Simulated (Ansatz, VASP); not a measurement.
Given: the input of a run of VASP 6.6.1 on AlNi.

The input POSCAR:

```
AlNi
1.0
    2.8810000000      0.0000000000      0.0000000000
    0.0000000000      2.8810000000      0.0000000000
    0.0000000000      0.0000000000      2.8810000000
Ni Al
1 1
Direct
    0.5000000000      0.5000000000      0.5000000000
    0.0000000000      0.0000000000      0.0000000000
```

INCAR.step1

```
ALGO     = Normal         # electronic algorithm
EDIFF    = 1E-4           # SCF threshold, eV
ENCUT    = 600            # plane-wave cutoff, eV
GGA      = PE             # functional
ISMEAR   = -1             # smearing method
ISPIN    = 2              # spin polarisation
LASPH    = True           # aspherical terms in the spheres
LCHARG   = False          # write CHGCAR
LMAXMIX  = 4              # l up to which the mixer works
LREAL    = False          # projectors in reciprocal space
LWAVE    = True           # write WAVECAR
MAGMOM   = 1 0            # initial moments
NELM     = 150            # most SCF steps
PREC     = Accurate       # precision mode
SIGMA    = 0.05           # smearing width, eV
```

Contents of INCAR.step2:

```
ALGO     = Normal         # electronic algorithm
EDIFF    = 1E-7           # SCF threshold, eV
EDIFFG   = -0.01          # ionic threshold
ENCUT    = 600            # plane-wave cutoff, eV
IBRION   = 2              # ionic algorithm
ISIF     = 3              # what is computed and relaxed
ISMEAR   = -1             # smearing method
ISPIN    = 2              # spin polarisation
ISTART   = 1            
LASPH    = True           # aspherical terms in the spheres
LCHARG   = False          # write CHGCAR
LMAXMIX  = 4              # l up to which the mixer works
LMIXTAU  = True         
LORBIT   = 11             # projections on sites
LREAL    = False          # projectors in reciprocal space
LWAVE    = False          # write WAVECAR
MAGMOM   = 1 0            # initial moments
METAGGA  = R2SCAN         # meta-GGA
NELM     = 150            # most SCF steps
NSW      = 60             # ionic steps
PREC     = Accurate       # precision mode
SIGMA    = 0.05           # smearing width, eV
```

Contents of KPOINTS:

```
k-points
0
Gamma
  9 9 9
```

Potentials or basis: VASP PAW PBE potentials, release 64 (Ni, Al).

Run with:

```console
$ cat potpaw_PBE.64/Ni/POTCAR potpaw_PBE.64/Al/POTCAR > POTCAR
$ cp INCAR.step1 INCAR
$ mpirun -np 1 vasp_std > vasp.out
$ cp INCAR.step2 INCAR
$ mpirun -np 1 vasp_std > vasp.out
```

Question: Set up the same calculation for Ansatz 0.2.0. Potentials there: Ansatz PAW.

Answer: As run (the cutoff follows the program's own potentials):

Contents of input.yaml:

```yaml
crystal:
  lattice:
    - [2.881, 0.0, 0.0]
    - [0.0, 2.881, 0.0]
    - [0.0, 0.0, 2.881]
  atoms:
    - { symbol: Ni, position: [0.5, 0.5, 0.5], spin: 1.0 }
    - { symbol: Al, position: [0.0, 0.0, 0.0] }
hamiltonian:
  xc: r2scan
  pseudopotentials: { kind: paw }
magnetization:
  spin_polarized: true
kpoints:
  mp_grid: { grid: [9, 9, 9] }
scf:
  occupations: { method: fermi_dirac, width: 0.05 }
output:
  forces: true
  stress: true
  eigenvalues: true
relax:
  f_tol: 0.01
  max_steps: 40
  cell: { stress_tol: 0.05 }
```

Potentials or basis: Ansatz PAW.

The run is started by

```console
$ ansatz run input.yaml --threads 2 --pin off --max-ram 5632MiB --backend cpu --events-out ev --progress --plain --runs-dir out
```

Both were run:

|  | VASP | Ansatz | Ansatz less VASP |
| --- | --- | --- | --- |
| gap on the k mesh at the Fermi level, each at its own relaxed structure (eV) | none | none | - |
| net moment per atom (μB) | 0.00 | 0.00 | 0.000 |
| relaxed volume (Å³/atom) | 11.71 | 11.73 | +0.019 |
| relaxed cell length with the largest relative difference (Å) | 2.861 | 2.863 | +0.0016 |

VASP's potentials were made for PBE, not for r2SCAN. A gap of «none» marks a metal or a gap that the smearing closes. VASP's potentials hold 13 valence electrons a cell and Ansatz's 21, so a difference there can come from the potentials and not from the codes.

Noted on Ansatz's run: the magnetic or orbital state may not be the lowest; the plane-wave basis is chosen anew once the cell has moved, so the energies of steps on either side of that aren't comparable.
